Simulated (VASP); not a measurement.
Write the native input for VASP 6.6.1 that does the following.

- Task: single point
- Functional: PBEsol
- Potentials or basis: VASP PAW PBE potentials, release 64 (Hf_pv, N)
- Cutoff: 520 eV
- k mesh: 18 × 18 × 10
- Occupations: gaussian, width 0.1 eV
- Spin: no spin polarisation
- Dipole correction: no
- Further INCAR settings: ALGO = Normal; EDIFF = 1e-06; NBANDS = 23

The structure of HfN lies in POSCAR:

```
HfN
1.0
    3.2528155965      0.0000000000      0.0000000000
   -1.6264077983      2.8170209404      0.0000000000
    0.0000000000      0.0000000000      5.2615534666
Hf N
2 2
Direct
    0.6666666667      0.3333333333      0.7500000000
    0.3333333333      0.6666666667      0.2500000000
    0.0000000000      0.0000000000      0.0000000000
    0.0000000000      0.0000000000      0.5000000000
```

This cell differs from its parent crystal: biaxial strain in the a-b plane: +4.0 %.

The input as run:

INCAR

```
ALGO = Normal
EDIFF = 1E-6
ENCUT = 520
GGA = PS
ISIF = 2
ISMEAR = 0
LASPH = T
LCHARG = F
LREAL = F
LWAVE = F
NBANDS = 23
NELM = 60
PREC = Accurate
SIGMA = 0.1
```

KPOINTS

```
k-points
0
Gamma
  18 18 10
```

Potentials or basis: VASP PAW PBE potentials, release 64 (Hf_pv, N).

Launch:

```console
$ cat potpaw_PBE.64/Hf_pv/POTCAR potpaw_PBE.64/N/POTCAR > POTCAR
$ mpirun -np 1 vasp_std > vasp.out
```

Results of the run:

```
Pressure               : -15.2 GPa
Band gap on the k mesh : zero (bands 15 and 16 overlap by 2.27 eV)
```

Caveat: the cell differs from its parent crystal (biaxial strain in the a-b plane: +4.0 %); the cell stands under tension; the PAW data sets were made with another functional, which shifts forces and pressure a little; spin-orbit coupling is left out, which moves the levels of the heavy elements.

Wall time 4.8 min on 1 thread of Intel Xeon 8259CL, on a shared host, peak memory 0.33 GiB.
